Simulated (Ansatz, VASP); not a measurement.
One calculation of BaTaH4, two programs

```
Ba Ta H
1.0
     3.23619    0.00000    0.00000
     0.00000    3.05369    0.00000
     0.00000    0.00000    6.86003
Ba Ta H
1 1 4
Direct
  0.00000 0.00000 0.03323
  0.50000 0.00000 0.55354
  0.00000 0.50000 0.62632
  0.50000 0.50000 0.14567
  0.50000 0.50000 0.75032
  0.00000 0.50000 0.39091
```

Alike in both runs: functional PBE; k mesh 6 × 4 × 4; occupations gaussian, width 0.1 eV; no spin polarisation.

Ansatz relaxed the structure, and its values are those at the end. VASP's run is a single point on that final structure, the one shown.

|  | VASP | Ansatz |
| --- | --- | --- |
| version | VASP 6.6.1 | Ansatz 0.2.0 |
| potentials or method | VASP PAW PBE potentials, release 64 (Ba_sv, Ta_sv_GW, H), cutoff 500 eV | scalar-relativistic, plane waves, PAW |
| valence electrons in the cell | 27 | 27 |

|  | VASP | Ansatz | Ansatz less VASP |
| --- | --- | --- | --- |
| gap on the k mesh at the Fermi level (eV) | none | none | - |
| pressure (GPa) | 1.4 | 0.0 | -1.34 |
| rms of the force components (eV/Å) | 0.031 | 0.010 | -0.0214 |

A gap of «none» marks a metal or a gap that the smearing closes.

The k mesh is coarse, so the values compare programs but aren't converged. Neither program's run includes spin-orbit coupling.
